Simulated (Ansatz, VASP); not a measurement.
# Zr3S2: VASP beside Ansatz

INCAR

```
ALGO = Fast ; EDIFF = 1E-6
ENCUT = 520 ; GGA = PS
ISIF = 2 ; ISMEAR = 0
LASPH = T ; LCHARG = F
LREAL = F ; LWAVE = F
NBANDS = 32 ; NELM = 60
PREC = Accurate ; SIGMA = 0.15
```

File KPOINTS:

```
k-points
0
Gamma
  12 12 12
```

POSCAR

```
Zr3S2
1.0
    2.7929586191      1.6125154106      3.6064325840
   -2.7929586191      1.6125154106      3.6064325840
    0.0000000000     -3.2250308212      3.6064325841
Zr S
3 2
Direct
    0.1618381745      0.8381618255      0.5000000000
    0.5000000000      0.1618381745      0.8381618255
    0.8381618255      0.5000000000      0.1618381745
    0.3349612447      0.3349612447      0.3349612447
    0.6650387553      0.6650387553      0.6650387553
```

Input for Ansatz:

```yaml
crystal:
  lattice:
    - [2.7929586191, 1.6125154106, 3.606432584]
    - [-2.7929586191, 1.6125154106, 3.606432584]
    - [0.0, -3.2250308212, 3.6064325841]
  atoms:
    - { symbol: Zr, position: [0.1618381745, 0.8381618255, 0.5] }
    - { symbol: Zr, position: [0.5, 0.1618381745, 0.8381618255] }
    - { symbol: Zr, position: [0.8381618255, 0.5, 0.1618381745] }
    - { symbol: S, position: [0.3349612447, 0.3349612447, 0.3349612447] }
    - { symbol: S, position: [0.6650387553, 0.6650387553, 0.6650387553] }
basis:
  ecutwfc: 420
kpoints:
  mp_grid: { grid: [12, 12, 12] }
hamiltonian:
  xc: pbesol
scf:
  occupations: { method: gaussian, width: 0.15 }
output:
  forces: true
  stress: true
  eigenvalues: true
```

Change from the starting cell: strain -0.025 along x and y, +0.050 along z, atoms carried along.

Alike in both runs: task single point; functional PBEsol; k mesh 12 × 12 × 12; occupations gaussian, width 0.15 eV; no spin polarisation.

|  | VASP | Ansatz |
| --- | --- | --- |
| version | VASP 6.6.1 | Ansatz 0.2.0 |
| potentials or method | VASP PAW PBE potentials, release 64 (Zr_sv, S), cutoff 520 eV | scalar-relativistic, plane waves, PAW |
| valence electrons in the cell | 48 | 48 |

Ansatz gave:

| Quantity | Value |
| --- | --- |
| gap on the k mesh at the Fermi level (eV) | none |
| pressure (GPa) | -0.1 |
| traceless stress, the component that is largest in VASP (GPa) | -5.56 |
| rms of the force components (eV/Å) | 0.040 |

**Question.** Estimate VASP's values.

**Answer.** gap on the k mesh at the Fermi level (eV): none; pressure (GPa): 0.0; traceless stress, the component that is largest in VASP (GPa): -5.48; rms of the force components (eV/Å): 0.042.

VASP's potentials were made for PBE, not for PBEsol. Atom by atom the forces differ by 0.003 eV/Å (rms over components). A gap of «none» marks a metal or a gap that the smearing closes. The functional is the same, so the differences come from potentials, cutoffs and numerics.
